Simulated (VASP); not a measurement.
Set up this calculation in VASP 6.6.1, as the native input.

```
Task                   : single point
Functional             : PBE
Potentials or basis    : VASP PAW PBE potentials, release 64 (Ag, Cl)
Cutoff                 : 520 eV
k mesh                 : 8 × 8 × 8
Occupations            : fermi-dirac, width 0.02 eV
Spin                   : no spin polarisation
Dipole correction      : no
Further INCAR settings : ALGO = Normal; EDIFF = 1e-06; NBANDS = 16
```

The structure of AgCl lies in POSCAR:

```
AgCl
1.0
    0.0000000000      2.7915157670      2.7915157670
    2.7915157670      0.0000000000      2.7915157670
    2.7915157670      2.7915157670      0.0000000000
Ag Cl
1 1
Direct
    0.5000000000      0.5000000000      0.5000000000
    0.0000000000      0.0000000000      0.0000000000
```

This cell differs from its parent crystal: volume scaled by 1.02.

One way to write it, as run:

INCAR

```
ALGO = Normal
EDIFF = 1E-6
ENCUT = 520
GGA = PE
ISIF = 2
ISMEAR = -1
LASPH = T
LCHARG = F
LREAL = F
LWAVE = F
NBANDS = 16
NELM = 60
PREC = Accurate
SIGMA = 0.02
```

KPOINTS

```
k-points
0
Gamma
  8 8 8
```

Potentials or basis: VASP PAW PBE potentials, release 64 (Ag, Cl).

Run with:

```console
$ cat potpaw_PBE.64/Ag/POTCAR potpaw_PBE.64/Cl/POTCAR > POTCAR
$ mpirun -np 1 vasp_std > vasp.out
```

It gave:

| Property | Result |
| --- | --- |
| Pressure | 0.5 GPa |
| Band gap on the k mesh | 0.91 eV, indirect (least direct gap 3.12 eV) |

It took 8.5 s on 1 thread of Intel(R) Xeon(R) 6975P-C (Granite Rapids) (shared host), peak memory 0.17 GiB.
